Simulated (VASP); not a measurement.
Write the native input for VASP 6.6.1 that does the following.

```yaml
Task: single point
Functional: PBE
Potentials_or_basis: VASP PAW PBE potentials, release 64 (Mg, Be, I)
Cutoff: 520 eV
k_mesh: 3 × 3 × 3
Occupations: gaussian, width 0.1 eV
Spin: no spin polarisation
Dipole_correction: no
Further_INCAR_settings: ALGO = Normal; EDIFF = 1e-07; NBANDS = 34
```

The structure of MgBe2I6 lies in POSCAR:

```
MgBe2I6
1.0
   -3.6287174161      6.2667542480     -0.0784554668
   -7.2556651067      0.0003186067     -0.0323429288
   -3.5915550373      2.0061831263      8.1654503045
Mg Be I
1 2 6
Direct
   -0.0008047729      0.0007956680     -0.0000577849
    0.7281096929      0.7337481229      0.8032815223
    0.2719638614      0.2665395458      0.1964288565
    0.2474454831      0.9502462977      0.2181058200
    0.5935042258      0.2394458649      0.2188258353
    0.9561962075      0.5872313726      0.2170473483
    0.7530629517      0.0505400365      0.7804148389
    0.4064243372      0.7585743703      0.7831384972
    0.0440980133      0.4128787212      0.7828150664
```

One way to write it, as run:

INCAR

```
SYSTEM = MgBe2I6
  PREC = Accurate
  ENCUT = 520
  EDIFF = 1E-7
  ISMEAR = 0
  SIGMA = 0.1
  LREAL = .False.
  LASPH = .True.
  NELM = 80
  ALGO = Normal
  ISIF = 2
  LWAVE = .False.
  LCHARG = .False.
  GGA = PE
  NBANDS = 34
```

KPOINTS

```
regular mesh
0
Gamma
  3 3 3
  0 0 0
```

Potentials or basis: VASP PAW PBE potentials, release 64 (Mg, Be, I).

Run with:

```bash
$ cat potpaw_PBE.64/Mg/POTCAR potpaw_PBE.64/Be/POTCAR potpaw_PBE.64/I/POTCAR > POTCAR
$ mpirun -np 1 vasp_std > vasp.out
```

It gave:

```json
{
  "Pressure": "0.0 GPa",
  "Largest force": "0.033 eV/Å",
  "Band gap on the k mesh": "3.30 eV (least direct gap 3.34 eV)"
}
```

Caveat: spin-orbit coupling is left out, which moves the levels of the heavy elements; an odd mesh through Γ misses points on the zone boundary, where band edges can lie.

Wall time 2.5 min on 1 thread of AMD EPYC 9R45 96-Core Processor (Zen 5), on a shared host, peak memory 0.52 GiB.
